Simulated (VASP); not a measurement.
Runs of VASP 6.6.1 on Ag. The structure is that of space group Fm-3m (No. 225), or close to it. The cells are those of the table. 

```csv
task,cell,cutoff (eV),smearing,gap on the mesh (eV),pressure (GPa),relaxed volume (Å³/atom)
single point,"a = 2.902 Å, angles 60.0°, 1 atom",520,gaussian 0.1 eV,none,0.1,-
single point,"a = 2.903 Å, angles 60.0°, 1 atom",520,fermi-dirac 0.15 eV,none,0.1,-
relaxation of cell and atoms,"relaxed from a = 2.902 Å, angles 60.0°, 1 atom",600,fermi-dirac 0.15 eV,none,0.0,17.32
relaxation of cell and atoms,"relaxed from a = 2.924 Å, angles 60.0°, 1 atom",600,gaussian 0.1 eV,none,0.0,(a)
```

Alike in all rows: level r2SCAN; potentials or basis VASP PAW PBE potentials, release 64 (Ag); no spin polarisation; k mesh 18 × 18 × 18.

Fill in the values left out.

(a) 17.30.

Caveats: the PAW data sets were made with another functional, which shifts forces and pressure a little.

A k mesh can miss the band edges, and the runs leave out spin-orbit coupling on Ag.

A gap of «none» marks levels without a gap at the run's occupations.
